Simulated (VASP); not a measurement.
A run of VASP 6.6.1 is set up as follows.

The input INCAR:

```
SYSTEM = TiO2
PREC = Accurate ; ENCUT = 520
EDIFF = 1E-6 ; ISMEAR = -1
SIGMA = 0.02 ; LREAL = .False.
LASPH = .True. ; NELM = 60
ALGO = Normal ; ISIF = 2
LWAVE = .False. ; LCHARG = .False.
GGA = PS ; NBANDS = 33
```

File KPOINTS:

```
regular mesh
0
Gamma
  8 8 8
  0 0 0
```

POSCAR

```
TiO2
1.0
   -1.8846926526      1.8846926526      4.7773614818
    1.8846926526     -1.8846926526      4.7773614818
    1.8846926526      1.8846926526     -4.7773614818
Ti O
2 4
Direct
    0.0000000000      0.0000000000      0.0000000000
    0.7500000000      0.2500000000      0.5000000000
    0.9574864166      0.4574864166      0.5000000000
    0.2074864166      0.2074864166      0.0000000000
    0.5425135834      0.0425135834      0.5000000000
    0.7925135834      0.7925135834      0.0000000000
```

Potentials or basis: VASP PAW PBE potentials, release 64 (Ti_sv, O).

Run with:

```bash
$ cat potpaw_PBE.64/Ti_sv/POTCAR potpaw_PBE.64/O/POTCAR > POTCAR
$ mpirun -np 1 vasp_std > vasp.out
```

Predict the pressure.

0.7 GPa.

What does it give for the largest force?

0.020 eV/Å.

Forces in eV/Å, atoms in the order of the input:
```
Ti   0.000  0.000  0.000
Ti   0.000  0.000  0.000
O    0.000  0.000  0.020
O    0.000  0.000  0.020
O    0.000  0.000 -0.020
O    0.000  0.000 -0.020
```

Caveat: the PAW data sets were made with another functional, which shifts forces and pressure a little.
